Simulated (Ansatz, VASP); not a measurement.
# One calculation of KCl, two programs

```
K Cl
1.0
     0.00000    3.08224    3.08224
     3.08224    0.00000    3.08224
     3.08224    3.08224    0.00000
K Cl
1 1
Direct
  0.00000 0.00000 0.00000
  0.50000 0.50000 0.50000
```

Alike in both runs: task single point; functional r2SCAN; k mesh 6 × 6 × 6; occupations gaussian, width 0.02 eV; no spin polarisation.

|  | VASP | Ansatz |
| --- | --- | --- |
| version | VASP 6.6.1 | Ansatz 0.2.0 |
| potentials or method | VASP PAW PBE potentials, release 64 (K_sv, Cl), cutoff 520 eV | scalar-relativistic, plane waves, PAW |
| valence electrons in the cell | 16 | 16 |

Ansatz gave:

```
gap on the k mesh at the Fermi level (eV) : 6.05
least direct gap on the mesh (eV)         : 6.05
pressure (GPa)                            : 1.4
```

Task: Estimate VASP's values.

Result: gap on the k mesh at the Fermi level (eV): 6.06; least direct gap on the mesh (eV): 6.06; pressure (GPa): 1.4.

VASP's potentials were made for PBE, not for r2SCAN.
